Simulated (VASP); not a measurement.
**K: single point with r2SCAN+D3(BJ)**

Crystal: K.

```
K
1.0
    -2.69756    2.69756    2.69756
     2.69756   -2.69756    2.69756
     2.69756    2.69756   -2.69756
K
1
Direct
  0.00000 0.00000 0.00000
```

- Program: VASP 6.6.1
- Task: single point
- Functional: r2SCAN
- Dispersion: D3(BJ)
- Potentials or basis: VASP PAW PBE potentials, release 64 (K_sv)
- Cutoff: 520 eV
- k mesh: 5 × 5 × 5
- Occupations: gaussian, width 0.05 eV
- Spin: no spin polarisation
- Dipole correction: no
- Further INCAR settings: ALGO = Normal; EDIFF = 1e-07; NBANDS = 10

The pressure is -0.2 GPa and the dispersion energy per atom is -0.049 eV.

Levels at points of the mesh, in eV from the Fermi level:
```
           k point  band 1  band 2  band 3  band 4  band 5  band 6  band 7  band 8
(0.00, 0.00, 0.00)  -33.76  -16.44  -16.44  -16.44   -2.28    4.62    4.62    4.62
```

Run time: 62 s on 1 thread of Intel(R) Xeon(R) Platinum 8259CL CPU @ 2.50GHz (Skylake/Cascade Lake), on a shared host, peak memory 0.21 GiB.

Caveat: the PAW data sets were made with another functional, which shifts forces and pressure a little; pairwise dispersion overbinds metals, which lowers pressure and volume.
